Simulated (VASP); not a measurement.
# Ga3N4 in VASP: a series of runs

The runs below take Ga3N4 through single point, with PBE.

Program: VASP 6.6.1. These are calculated values, not measurements. Logs are shortened: lines on timing, memory, paths and dates and some standing lists are left out, and cuts for length are marked.

### 1 The cell of the first run

The cell holds a slab with vacuum, 7 atoms: a = 3.217 Å, b = 3.217 Å, c = 21.220 Å, α = 90.00°, β = 90.00°, γ = 90.00°.

### 2 Single point, PBE, collinear spin

Contents of INCAR:

```
PREC = Accurate
ENCUT = 520
EDIFF = 1E-6
ISMEAR = 0
SIGMA = 0.05
LREAL = F
LASPH = T
NELM = 150
ALGO = Normal
ISIF = 2
LWAVE = F
LCHARG = T
ISPIN = 2
MAGMOM = 0 0 0 3 0 0 0
LORBIT = 11
LDIPOL = T
IDIPOL = 3
DIPOL = 0.5 0.5 0.350
GGA = PE
LELF = T
LVHAR = T
LVACPOTAV = T
NBANDS = 42
```

Contents of KPOINTS:

```
regular mesh
0
Gamma
  8 8 1
```

Contents of POSCAR:

```
Ga3N4
1.0
    3.2165072845      0.0000000000      0.0000000000
    0.0000000000      3.2165072845      0.0000000000
    0.0000000000      0.0000000000     21.2198072894
N Ga
4 3
Direct
    0.0000000000      0.5000000000      0.1885031257
    0.5000000000      0.0000000000      0.2956866680
    0.0000000000      0.5000000000      0.4029970640
    0.8750000000      0.7500000000      0.5153743974
    0.5000000000      0.5000000000      0.2420948968
    0.0000000000      0.0000000000      0.3470972838
    0.5000000000      0.5000000000      0.4580535137
```

Potentials or basis: VASP PAW PBE potentials, release 64 (N, Ga_d).

On the command line:

```bash
> cat potpaw_PBE.64/N/POTCAR potpaw_PBE.64/Ga_d/POTCAR > POTCAR
> mpirun -np 1 vasp_std > vasp.out
```

OUTCAR:

```text
PREC = Accurate
   ENCUT = 520
   EDIFF = 1E-6
   ISMEAR = 0
   LREAL = F
   LASPH = T
   NELM = 150
   ISIF = 2
   ISPIN = 2
   LORBIT = 11
   GGA = PE

 ion  position               nearest neighbor table
   1  0.000  0.500  0.189-   5 1.97   5 1.97
   2  0.500  0.000  0.296-   6 1.94   6 1.94   5 1.97   5 1.97
   3  0.000  0.500  0.403-   7 1.99   7 1.99   6 2.00   6 2.00
   4  0.875  0.750  0.515-   7 1.89
   5  0.500  0.500  0.242-   1 1.97   1 1.97   2 1.97   2 1.97
   6  0.000  0.000  0.347-   2 1.94   2 1.94   3 2.00   3 2.00
   7  0.500  0.500  0.458-   4 1.89   3 1.99   3 1.99

  LATTYP: Found a simple tetragonal cell.
 ALAT       =     3.2165072845
 C/A-ratio  =     6.5971581633

  Lattice vectors:

 A1 = (   3.2165072845,   0.0000000000,   0.0000000000)
 A2 = (   0.0000000000,   3.2165072845,   0.0000000000)
 A3 = (   0.0000000000,   0.0000000000,  21.2198072894)

Analysis of symmetry for initial positions (statically):
=====================================================================
 Subroutine PRICEL returns:
 Original cell was already a primitive cell.

 Routine SETGRP: Setting up the symmetry group for a
 simple tetragonal supercell.

 Subroutine GETGRP returns: Found  1 space group operations
 (whereof  1 operations were pure point group operations)
 out of a pool of 16 trial point group operations.

The static configuration has the point symmetry C_1 .

Analysis of symmetry for dynamics (positions and initial velocities):
=====================================================================
 Subroutine PRICEL returns:
 Original cell was already a primitive cell.

 Routine SETGRP: Setting up the symmetry group for a
 simple tetragonal supercell.

 Subroutine GETGRP returns: Found  1 space group operations
 (whereof  1 operations were pure point group operations)
 out of a pool of 16 trial point group operations.

The dynamic configuration has the point symmetry C_1 .

Analysis of structural, dynamic, and magnetic symmetry:
=====================================================================
 Subroutine PRICEL returns:
 Original cell was already a primitive cell.

 Routine SETGRP: Setting up the symmetry group for a
 simple tetragonal supercell.

 Subroutine GETGRP returns: Found  1 space group operations
 (whereof  1 operations were pure point group operations)
 out of a pool of 16 trial point group operations.

The overall configuration has the point symmetry C_1 .

[... 153 lines left out ...]
  ---------------------------------------------------
  ext. energy  EPLUGINS =         0.00000000
  ---------------------------------------------------
  free energy    TOTEN  =       -36.60520522 eV

  energy without entropy =      -36.60257417  energy(sigma->0) =      -36.60388970

 E-fermi :  -2.7929     XC(G=0):  -4.9323

 val. band max:       -2.7975367863   @ k =   0.0000   0.0000   0.0000
 cond. band min:      -2.7738269499   @ k =  -0.2500   0.3750   0.0000
 fundamental gap:      0.0237098364
 Fermi energy:        -2.7928906583

 spin component 1

 k-point     1 :       0.0000    0.0000    0.0000
  band No.  band energies     occupation
      1     -19.1007      1.00000
      2     -18.5768      1.00000
      3     -17.6068      1.00000
      4     -17.1138      1.00000
      5     -17.0431      1.00000
      6     -17.0180      1.00000
[... 1045 lines left out ...]
     40       6.5242      0.00000
     41       7.0107      0.00000

 [... further k-points ...]

 spin component 2

 k-point     1 :       0.0000    0.0000    0.0000
  band No.  band energies     occupation
      1     -18.9405      1.00000
      2     -18.4564      1.00000
      3     -17.2774      1.00000
      4     -17.1153      1.00000
      5     -17.0415      1.00000
      6     -17.0184      1.00000
[... 1045 lines left out ...]
     40       6.7906      0.00000
     41       7.1254      0.00000

 [... further k-points ...]

 [bands above 41 left out]

------------------------ aborting loop because EDIFF is reached ----------------------------------------

  FORCE on cell =-STRESS in cart. coord.  units (eV):
  Direction    XX          YY          ZZ          XY          YZ          ZX
  --------------------------------------------------------------------------------------
  -------------------------------------------------------------------------------------
  Total       -1.5338824     -1.2312746     -0.3693406      0.6929939      1.4240088     -1.2136375
  in kB      -11.1941764     -8.9857637     -2.6954238      5.0574254     10.3923258     -8.8570492
  external PRESSURE =      -7.6251213 kB  Pullay stress =       0.0000000 kB

 VOLUME and BASIS-vectors are now :
 -----------------------------------------------------------------------------
  energy-cutoff  :      520.00
  volume of cell :      219.54
      direct lattice vectors                 reciprocal lattice vectors
     3.216507285  0.000000000  0.000000000     0.310896234  0.000000000  0.000000000
     0.000000000  3.216507285  0.000000000     0.000000000  0.310896234  0.000000000
     0.000000000  0.000000000 21.219807289     0.000000000  0.000000000  0.047125781

 POSITION                                       TOTAL-FORCE (eV/Angst)
 -----------------------------------------------------------------------------------
      0.00000      1.60825      4.00000         0.003976     -0.169602      1.503982
      1.60825      0.00000      6.27441         0.047385      0.033865      0.372329
      0.00000      1.60825      8.55152         0.670630     -0.552387     -0.782491
      2.81444      2.41238     10.93615        -0.067000      0.378262     -0.031571
      1.60825      1.60825      5.13721         0.000003      0.092242     -2.067917
      0.00000      0.00000      7.36534         0.069299      0.047416      0.329969
      1.60825      1.60825      9.71981        -0.724292      0.170205      0.675699
 -----------------------------------------------------------------------------------
    total drift:                               -0.000040      0.000063     -0.000103

  FREE ENERGIE OF THE ION-ELECTRON SYSTEM (eV)
  ---------------------------------------------------
  free  energy   TOTEN  =       -36.6052052243 eV

  energy  without entropy=      -36.6025741697  energy(sigma->0) =      -36.60388970

 vacuum level on the upper side and lower side of the slab         4.174         4.979

 total charge

# of ion       s       p       d       tot
------------------------------------------
    1        1.308   2.163   0.000   3.471
    2        1.236   2.487   0.000   3.723
    3        1.246   2.441   0.000   3.687
    4        1.335   2.095   0.000   3.430
    5        0.795   0.863  10.144  11.802
    6        0.792   0.858  10.158  11.807
    7        0.831   0.740  10.097  11.669
--------------------------------------------------
tot          7.543  11.647  30.399  49.590

 magnetization (x)

# of ion       s       p       d       tot
------------------------------------------
    1        0.005   0.096   0.000   0.101
    2        0.001   0.030   0.000   0.031
    3        0.008   0.077   0.000   0.085
    4        0.025   1.006   0.000   1.031
    5       -0.000   0.002   0.007   0.009
    6       -0.000   0.010   0.005   0.015
    7       -0.031  -0.034   0.030  -0.035
--------------------------------------------------
tot          0.008   1.187   0.042   1.237
```

stdout:

```text
POSCAR found type information on POSCAR N Ga
 POSCAR found :  2 types and       7 ions
 scaLAPACK will be used
 LDA part: xc-table for (Slater+PW92), standard interpolation
 POSCAR, INCAR and KPOINTS ok, starting setup
 FFT: planning ... GRIDC
 FFT: planning ... GRID_SOFT
 FFT: planning ... GRID
 WAVECAR not read
 entering main loop
 -----------------------------------------------------------------------------
|                                                                             |
|           W    W    AA    RRRRR   N    N  II  N    N   GGGG   !!!           |
|           W    W   A  A   R    R  NN   N  II  NN   N  G    G  !!!           |
|           W    W  A    A  R    R  N N  N  II  N N  N  G       !!!           |
|           W WW W  AAAAAA  RRRRR   N  N N  II  N  N N  G  GGG   !            |
|           WW  WW  A    A  R   R   N   NN  II  N   NN  G    G                |
|           W    W  A    A  R    R  N    N  II  N    N   GGGG   !!!           |
|                                                                             |
|     Did not find any points to average over, which means that no vacuum     |
|     field-free region was found. Please increase the size of  your cell     |
|     in the dimension of the dipole correction to obtain accurate            |
|     workfunction values.                                                    |
|                                                                             |
 -----------------------------------------------------------------------------
```

It took 7.9 min on 1 thread of Intel Xeon 6975P-C (Granite Rapids), shared host; peak memory 0.64 GiB.

Results:

```
Free energy                                           : -36.6052 eV
Largest force                                         : 2.070 eV/Å
Net moment                                            : 1.75 μB per cell
Site moments                                          : N +0.10, +0.03, +0.09, +1.03; Ga +0.01, -0.04 (each value once) μB
Valence electrons inside the program's atomic spheres : N 3.47, 3.72, 3.69, 3.43; Ga 11.80, 11.81, 11.67
```

Forces on the atoms (eV/Å):
```
N    0.004 -0.170  1.504
N    0.047  0.034  0.372
N    0.671 -0.552 -0.782
N   -0.067  0.378 -0.032
Ga   0.000  0.092 -2.068
Ga   0.069  0.047  0.330
Ga  -0.724  0.170  0.676
```

### 3 Single point, PBE, collinear spin

Contents of INCAR:

```
PREC     = Accurate       # precision mode
ENCUT    = 520            # plane-wave cutoff, eV
EDIFF    = 1E-6           # SCF threshold, eV
ISMEAR   = 0              # smearing method
SIGMA    = 0.05           # smearing width, eV
LREAL    = False          # projectors in reciprocal space
LASPH    = True           # aspherical terms in the spheres
NELM     = 150            # most SCF steps
ALGO     = Normal         # electronic algorithm
ISIF     = 2              # what is computed and relaxed
LWAVE    = False          # write WAVECAR
LCHARG   = False          # write CHGCAR
ISPIN    = 2              # spin polarisation
MAGMOM   = 0 0 0 3 0 0 0  # initial moments
LORBIT   = 11             # projections on sites
LDIPOL   = True         
IDIPOL   = 3            
DIPOL    = 0.5 0.5 0.351
GGA      = PE             # functional
NBANDS   = 42             # bands
```

Contents of KPOINTS:

```
Automatic mesh
0
Gamma
  8 8 1
```

Edit POSCAR of step 2 so:

```diff
@@ -11,3 +11,3 @@
     0.0000000000      0.5000000000      0.4029970640
-    0.8750000000      0.7500000000      0.5153743974
+    0.8750000000      0.6250000000      0.5227586674
     0.5000000000      0.5000000000      0.2420948968
```

Potentials or basis: VASP PAW PBE potentials, release 64 (N, Ga_d).

On the command line:

```bash
> cat potpaw_PBE.64/N/POTCAR potpaw_PBE.64/Ga_d/POTCAR > POTCAR
> mpirun -np 1 vasp_std > vasp.out
```

Run time: 86 min. Hardware: 1 thread of Oxide Virtual Turin-like, shared host; peak memory 0.62 GiB.

It converged, with:

```yaml
Free_energy: -36.5419 eV
Largest_force: 1.986 eV/Å
Net_moment: 2.29 μB per cell
Site_moments: N +0.42, +0.04, +0.08, +1.07; Ga +0.01, -0.04 (each value once) μB
Valence_electrons_inside_the_program's_atomic_spheres: N 3.48, 3.73, 3.69, 3.43; Ga 11.81, 11.71 (each value once)
```

Forces in eV/Å, atoms in the order of the input:
```
N    0.011 -0.462  1.368
N    0.066  0.128  0.480
N    0.664 -0.305 -0.591
N    0.190  0.145  0.016
Ga  -0.021  0.272 -1.967
Ga   0.064  0.055  0.170
Ga  -0.974  0.167  0.523
```

Levels at points of the mesh, in eV from the Fermi level:
Spin up:
```
           k point  band 29  band 30  band 31  band 32  band 33  band 34
(0.00, 0.00, 0.00)    -0.72    -0.36     0.12     1.05     3.03     4.20
(0.50, 0.00, 0.00)    -0.83    -0.62     0.31     3.28     4.63     5.16
(0.00, 0.50, 0.00)    -0.65    -0.48    -0.27     2.68     3.78     5.04
(0.50, 0.50, 0.00)    -1.80    -1.18    -0.70     0.95     4.16     5.07
```
Spin down:
```csv
k point,band 26,band 27,band 28,band 29,band 30,band 31
"(0.00, 0.00, 0.00)",-1.17,-0.09,0.05,1.09,1.50,1.60
"(0.50, 0.00, 0.00)",-1.74,-1.54,-0.46,1.15,1.89,1.99
"(0.00, 0.50, 0.00)",-1.45,-0.55,-0.11,-0.02,0.35,1.60
"(0.50, 0.50, 0.00)",-2.67,-2.28,-0.77,-0.60,0.32,1.09
```
